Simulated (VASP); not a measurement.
# W (Im-3m) in VASP: a series of runs

Runs on W. Level: PBE. Tasks: single point.

Program: VASP 6.6.1. These are calculated values, not measurements. Logs are shortened: lines on timing, memory, paths and dates and some standing lists are left out, and cuts for length are marked.

### Step 1. The cell of the first run

The structure is cubic, space group Im-3m (No. 229). The conventional cell has a = 3.184 Å, b = 3.184 Å, c = 3.184 Å, α = 90.00°, β = 90.00°, γ = 90.00°. Within 3.6 Å of W (site symmetry m-3m) lie 14 W at 2.76 to 3.18 Å.

### Step 2. Single point, PBE

Contents of INCAR:

```
PREC = Accurate
ENCUT = 520
EDIFF = 1E-6
ISMEAR = 0
SIGMA = 0.1
LREAL = False
LASPH = True
NELM = 80
ALGO = Normal
ISIF = 2
LWAVE = False
LCHARG = False
GGA = PE
NBANDS = 13
```

Contents of KPOINTS:

```
Automatic mesh
0
Gamma
  18 18 18
```

Contents of POSCAR:

```
W
1.0
   -1.5917776925      1.5917776925      1.5917776925
    1.5917776925     -1.5917776925      1.5917776925
    1.5917776925      1.5917776925     -1.5917776925
W
1
Direct
    0.0000000000      0.0000000000      0.0000000000
```

Potentials or basis: VASP PAW PBE potentials, release 64 (W_sv).

The run is started by

```
cat potpaw_PBE.64/W_sv/POTCAR > POTCAR
mpirun -np 1 vasp_std > vasp.out
```

OUTCAR:

```text
PREC = Accurate
   ENCUT = 520
   EDIFF = 1E-6
   ISMEAR = 0
   LREAL = False
   LASPH = True
   NELM = 80
   ISIF = 2
   GGA = PE

 ion  position               nearest neighbor table
   1  0.000  0.000  0.000-

  LATTYP: Found a body centered cubic cell.
 ALAT       =     3.1835553850

  Lattice vectors:

 A1 = (  -1.5917776925,   1.5917776925,   1.5917776925)
 A2 = (   1.5917776925,  -1.5917776925,   1.5917776925)
 A3 = (   1.5917776925,   1.5917776925,  -1.5917776925)

Analysis of symmetry for initial positions (statically):
=====================================================================
 Subroutine PRICEL returns:
 Original cell was already a primitive cell.

 Routine SETGRP: Setting up the symmetry group for a
 body centered cubic supercell.

 Subroutine GETGRP returns: Found 48 space group operations
 (whereof 48 operations were pure point group operations)
 out of a pool of 48 trial point group operations.

The static configuration has the point symmetry O_h .

Analysis of symmetry for dynamics (positions and initial velocities):
=====================================================================
 Subroutine PRICEL returns:
 Original cell was already a primitive cell.

 Routine SETGRP: Setting up the symmetry group for a
 body centered cubic supercell.

 Subroutine GETGRP returns: Found 48 space group operations
 (whereof 48 operations were pure point group operations)
 out of a pool of 48 trial point group operations.

The dynamic configuration has the point symmetry O_h .

 Subroutine INISYM returns: Found 48 space group operations
 (whereof 48 operations are pure point group operations),
 and found     1 'primitive' translations

----------------------------------------------------------------------------------------

                                     Primitive cell

  volume of cell :      16.1327

  direct lattice vectors                    reciprocal lattice vectors
    -1.591777693  1.591777693  1.591777693     0.000000000  0.314114215  0.314114215
     1.591777693 -1.591777693  1.591777693     0.314114215  0.000000000  0.314114215
     1.591777693  1.591777693 -1.591777693     0.314114215  0.314114215  0.000000000

  length of vectors
     2.757039838  2.757039838  2.757039838     0.444224583  0.444224583  0.444224583

  position of ions in fractional coordinates (direct lattice)
     0.000000000  0.000000000  0.000000000

  ion indices of the primitive-cell ions
   primitive index   ion index
                 1           1

----------------------------------------------------------------------------------------

 KPOINTS: Automatic mesh

Automatic generation of k-mesh.
 Grid dimensions read from file:
 generate k-points for:   18   18   18

 Generating k-lattice:

  Cartesian coordinates                     Fractional coordinates (reciprocal lattice)
     0.000000000  0.017450790  0.017450790     0.055555556  0.000000000  0.000000000
     0.017450790  0.000000000  0.017450790     0.000000000  0.055555556  0.000000000
     0.017450790  0.017450790  0.000000000     0.000000000  0.000000000  0.055555556

  Length of vectors
     0.024679143  0.024679143  0.024679143

  Shift w.r.t. Gamma in fractional coordinates (k-lattice)
     0.000000000  0.000000000  0.000000000

 Subroutine IBZKPT returns following result:
 ===========================================

 Found    195 irreducible k-points:

 Following reciprocal coordinates:
            Coordinates               Weight
  0.000000  0.000000  0.000000      1.000000
  0.055556  0.000000  0.000000     12.000000
  0.111111  0.000000  0.000000     12.000000
  0.166667  0.000000  0.000000     12.000000
  0.222222  0.000000  0.000000     12.000000
  0.277778  0.000000  0.000000     12.000000
[... 16 lines left out ...]
  0.333333  0.111111  0.000000     48.000000
  0.388889  0.111111  0.000000     48.000000
 [... further k-points ...]
   k-points           NKPTS =    195   k-points in BZ     NKDIM =    195   number of bands    NBANDS=     13
   number of dos      NEDOS =    301   number of ions     NIONS =      1
   total plane-waves  NPLWV =  13824
   dimension x,y,z NGX =    24 NGY =   24 NGZ =   24
   dimension x,y,z NGXF=    48 NGYF=   48 NGZF=   48
   ions per type =               1
   NGX,Y,Z   is equivalent  to a cutoff of  14.47, 14.47, 14.47 a.u.
   NGXF,Y,Z  is equivalent  to a cutoff of  28.94, 28.94, 28.94 a.u.
 SYSTEM =  unknown system
   PREC   = accura    normal or accurate (medium, high low for compatibility)
   ISTART =      0    job   : 0-new  1-cont  2-samecut
   ICHARG =      2    charge: 1-file 2-atom 10-const
   ISPIN  =      1    spin polarized calculation?
   LNONCOLLINEAR =      F non collinear calculations
   LSORBIT =      F    spin-orbit coupling
   LASPH  =      T    aspherical Exc in radial PAW
   ENCUT  =  520.0 eV  38.22 Ry    6.18 a.u.   5.13  5.13  5.13*2*pi/ulx,y,z
   NELM   =     80;   NELMIN=  2; NELMDL= -5     # of ELM steps
   EDIFF  = 0.1E-05   stopping-criterion for ELM
   LREAL  =      F    real-space projection
   EDIFFG = 0.1E-04   stopping-criterion for IOM
   NSW    =      0    number of steps for IOM
   IBRION =     -1    ionic relax: 0-MD 1-quasi-New 2-CG
   NFREE  =      0    steps in history (QN), initial steepest desc. (CG)
   ISIF   =      2    stress and relaxation
   ISYM   =      2    0-nonsym 1-usesym 2-fastsym
   POTIM  = 0.5000    time-step for ionic-motion
   TEBEG  =    0.0;   TEEND  =   0.0 temperature during run
   PSTRESS=    0.0 pullay stress
   NELECT =      14.0000    total number of electrons
   NUPDOWN=      -1.0000    fix difference up-down
   EMIN   =  10.00;   EMAX   =-10.00  energy-range for DOS
   EFERMI =   0.00;   METHOD = LEGACY
   ISMEAR =     0;   SIGMA  =   0.10  broadening in eV -4-tet -1-fermi 0-gaus
   EFERMI_NEDOS =   21; number of points for ismear=-14 and -15
   IALGO  =     38    algorithm
   IMIX   =      4    mixing-type and parameters
     AMIX     =   0.40;   BMIX     =  1.00
     AMIX_MAG =   1.60;   BMIX_MAG =  1.00
  volume/ion in A,a.u.               =      16.13       108.87
  Fermi-wavevector in a.u.,A,eV,Ry     =   1.561523  2.950851 33.175828  2.438355
  Thomas-Fermi vector in A             =   2.664576
   LORBIT       =      0    0 simple, 1 ext, 2 COOP (PROOUT), +10 PAW based schemes
   GGA     = PE    functional components
   LHFCALC =     F    Hartree Fock is set to
   AEXX    =    0.0000 exact exchange contribution
   IVDW    =     0    specifies the selected vdW correction
   LEPSILON=     F    determine dielectric tensor
   LRPA    =     F    only Hartree local field effects (RPA)
 non-spin polarized calculation
 Gauss-broadening in eV      SIGMA  =   0.10
  energy-cutoff  :      520.00
  volume of cell :       16.13
 maximum number of plane-waves:       466
 NGX is ok and might be reduce to    24
   NGX = 11   NGY = 11   NGZ = 11

 number of electron      14.0000002 magnetization

 Free energy of the ion-electron system (eV)
  ---------------------------------------------------
  ext. energy  EPLUGINS =         0.00000000
  ---------------------------------------------------
  free energy    TOTEN  =       -12.95114103 eV

  energy without entropy =      -12.94756928  energy(sigma->0) =      -12.94935516

 E-fermi :  11.1895     XC(G=0): -13.5408

 val. band max:       11.1854302006   @ k =  -0.2778   0.3333   0.2222
 cond. band min:      11.2016917382   @ k =   0.5000   0.5000   0.2222
 fundamental gap:      0.0162615376
 Fermi energy:        11.1895449368

 k-point     1 :       0.0000    0.0000    0.0000
  band No.  band energies     occupation
      1     -63.0110      2.00000
      2     -26.5986      2.00000
      3     -26.5986      2.00000
      4     -26.5986      2.00000
      5       1.6510      2.00000
      6       9.9934      2.00000
      7       9.9934      2.00000
      8       9.9934      2.00000
      9      13.4129      0.00000
     10      13.4129      0.00000
     11      25.6672      0.00000
     12      25.6672      0.00000
     13      25.6672      0.00000

 k-point     2 :       0.0556    0.0000    0.0000
  band No.  band energies     occupation
      1     -63.0073      2.00000
      2     -26.6382      2.00000
      3     -26.6111      2.00000
      4     -26.5988      2.00000
      5       1.7978      2.00000
      6       9.9041      2.00000
      7       9.9736      2.00000
      8      10.1344      2.00000
      9      13.2693      0.00000
     10      13.4137      0.00000
     11      25.7926      0.00000
     12      25.9171      0.00000
     13      26.0254      0.00000

 k-point     3 :       0.1111    0.0000    0.0000
  band No.  band energies     occupation
      1     -62.9966      2.00000
      2     -26.7510      2.00000
      3     -26.6465      2.00000
      4     -26.5993      2.00000
      5       2.2222      2.00000
      6       9.6573      2.00000
      7       9.8877      2.00000
      8      10.5531      2.00000
      9      12.9608      0.00000
     10      13.4234      0.00000
     11      26.1058      0.00000
     12      26.6441      0.00000
     13      26.9375      0.00000

 k-point     4 :       0.1667    0.0000    0.0000
  band No.  band energies     occupation
      1     -62.9801      2.00000
      2     -26.9206      2.00000
      3     -26.7005      2.00000
      4     -26.6001      2.00000
      5       2.8729      2.00000
      6       9.3051      2.00000
      7       9.6928      2.00000
      8      11.2351      0.51909
      9      12.7324      0.00000
     10      13.4590      0.00000
     11      26.3749      0.00000
     12      27.7906      0.00000
     13      27.9004      0.00000

 k-point     5 :       0.2222    0.0000    0.0000
  band No.  band energies     occupation
      1     -62.9600      2.00000
      2     -27.1237      2.00000
      3     -26.7660      2.00000
      4     -26.6011      2.00000
      5       3.6492      2.00000
      6       8.9083      2.00000
      7       9.4486      2.00000
      8      12.1553      0.00000
      9      12.7257      0.00000
     10      13.5384      0.00000
     11      26.1863      0.00000
     12      27.9689      0.00000
     13      29.2847      0.00000

 k-point     6 :       0.2778    0.0000    0.0000
  band No.  band energies     occupation
      1     -62.9384      2.00000
      2     -27.3341      2.00000
      3     -26.8349      2.00000
      4     -26.6022      2.00000
      5       4.3792      2.00000
      6       8.5209      2.00000
      7       9.3760      2.00000
      8      12.9045      0.00000
      9      13.2724      0.00000
     10      13.6708      0.00000
     11      25.4040      0.00000
     12      26.7900      0.00000
     13      31.0523      0.00000

 k-point     7 :       0.3333    0.0000    0.0000
  band No.  band energies     occupation
      1     -62.9182      2.00000
      2     -27.5270      2.00000
      3     -26.8989      2.00000
      4     -26.6033      2.00000
      5       4.8563      2.00000
      6       8.1837      2.00000
      7       9.7195      2.00000
      8      13.1542      0.00000
      9      13.8479      0.00000
     10      14.5174      0.00000
     11      24.3892      0.00000
     12      25.1461      0.00000
     13      31.9852      0.00000
[... 193 lines left out ...]
 k-point    20 :       0.1667    0.1111    0.0000
  band No.  band energies     occupation
      1     -62.9521      2.00000
      2     -27.1830      2.00000
      3     -26.7670      2.00000
      4     -26.6465      2.00000
      5       4.0132      2.00000
      6       8.9075      2.00000
      7       9.0878      2.00000
      8      12.4008      0.00000
      9      12.7255      0.00000
     10      13.8345      0.00000
     11      26.6958      0.00000
     12      27.5571      0.00000
     13      29.0634      0.00000

 k-point    21 :       0.2222    0.1111   -0.0000
  band No.  band energies     occupation
      1     -62.9318      2.00000
      2     -27.3622      2.00000
      3     -26.8461      2.00000
      4     -26.6517      2.00000
      5       4.7588      2.00000
      6       8.5314      2.00000
      7       8.9831      2.00000
      8      12.5443      0.00000
      9      13.8707      0.00000
     10      14.0117      0.00000
     11      25.5224      0.00000
     12      27.0258      0.00000
     13      30.0754      0.00000

 k-point    22 :       0.2778    0.1111    0.0000
  band No.  band energies     occupation
      1     -62.9127      2.00000
      2     -27.5253      2.00000
      3     -26.9230      2.00000
      4     -26.6550      2.00000
      5       5.2665      2.00000
      6       8.2216      2.00000
      7       9.2302      2.00000
      8      12.8233      0.00000
      9      14.1143      0.00000
     10      15.1792      0.00000
     11      24.2608      0.00000
     12      25.6887      0.00000
     13      30.0280      0.00000

 k-point    23 :       0.3333    0.1111    0.0000
  band No.  band energies     occupation
      1     -62.8971      2.00000
      2     -27.6552      2.00000
      3     -26.9862      2.00000
      4     -26.6573      2.00000
      5       5.4489      2.00000
      6       7.9950      2.00000
      7       9.8652      2.00000
      8      13.0975      0.00000
      9      14.2519      0.00000
     10      16.4471      0.00000
     11      22.9970      0.00000
     12      24.4165      0.00000
     13      28.7519      0.00000

 k-point    24 :       0.3889    0.1111    0.0000
  band No.  band energies     occupation
      1     -62.8868      2.00000
      2     -27.7387      2.00000
      3     -27.0276      2.00000
      4     -26.6586      2.00000
      5       5.4563      2.00000
      6       7.8560      2.00000
      7      10.5774      2.00000
      8      13.1789      0.00000
      9      14.4734      0.00000
     10      17.4669      0.00000
     11      21.8670      0.00000
     12      23.6676      0.00000
     13      27.7500      0.00000

 [... further k-points ...]
[... 5 lines left out ...]
  --------------------------------------------------------------------------------------
  -------------------------------------------------------------------------------------
  Total        0.0487203      0.0487203      0.0487203      0.0000000     -0.0000000      0.0000000
  in kB        4.8385264      4.8385264      4.8385264      0.0000000     -0.0000000      0.0000000
  external PRESSURE =       4.8385264 kB  Pullay stress =       0.0000000 kB

 VOLUME and BASIS-vectors are now :
 -----------------------------------------------------------------------------
  energy-cutoff  :      520.00
  volume of cell :       16.13
      direct lattice vectors                 reciprocal lattice vectors
    -1.591777693  1.591777693  1.591777693     0.000000000  0.314114215  0.314114215
     1.591777693 -1.591777693  1.591777693     0.314114215  0.000000000  0.314114215
     1.591777693  1.591777693 -1.591777693     0.314114215  0.314114215  0.000000000

 POSITION                                       TOTAL-FORCE (eV/Angst)
 -----------------------------------------------------------------------------------
      0.00000      0.00000      0.00000        -0.000000      0.000000     -0.000000
 -----------------------------------------------------------------------------------
    total drift:                               -0.000000     -0.000000      0.000000

  FREE ENERGIE OF THE ION-ELECTRON SYSTEM (eV)
  ---------------------------------------------------
  free  energy   TOTEN  =       -12.9511410334 eV

  energy  without entropy=      -12.9475692813  energy(sigma->0) =      -12.94935516
```

Run time: 24 s. Hardware: 1 thread of AMD EPYC 9R45 (Zen 5), shared host; peak memory 0.14 GiB.

Results:

| Quantity | Value |
| --- | --- |
| Free energy | -12.9511 eV |
| Pressure | 0.5 GPa |
| Band gap on the k mesh | zero (band 7 reaches 16.23 eV, above the bottom of band 8 at 9.99 eV) |

Caveat: spin-orbit coupling is left out, which moves the levels of the heavy elements.

[end of part 1 of 3]
